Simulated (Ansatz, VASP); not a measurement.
# Zr2SiC2 in VASP and in Ansatz

```
Zr Si C
1.0
    -2.30123    2.30123    3.67653
     2.30123   -2.30123    3.67653
     2.30123    2.30123   -3.67653
Zr Si C
2 1 2
Direct
  0.75000 0.25000 0.50000
  0.25000 0.75000 0.50000
  0.50000 0.50000 0.00000
  0.75801 0.75801 0.00000
  0.24199 0.24199 0.00000
```

Alike in both runs: functional PBE; k mesh 12 × 12 × 12; occupations gaussian, width 0.1 eV; no spin polarisation.

Ansatz relaxed the structure, and its values are those at the end. VASP's run is a single point on that final structure, the one shown.

|  | VASP | Ansatz |
| --- | --- | --- |
| version | VASP 6.6.1 | Ansatz 0.2.0 |
| potentials or method | VASP PAW PBE potentials, release 64 (Zr_sv, Si, C), cutoff 520 eV | scalar-relativistic, plane waves, PAW |
| valence electrons in the cell | 36 | 36 |

Ansatz gave:

```
gap on the k mesh at the Fermi level (eV) : none
pressure (GPa)                            : 0.0
```

Task: What did VASP give for the same quantities?

Result: gap on the k mesh at the Fermi level (eV): none; pressure (GPa): 0.1.

A gap of «none» marks a metal or a gap that the smearing closes.
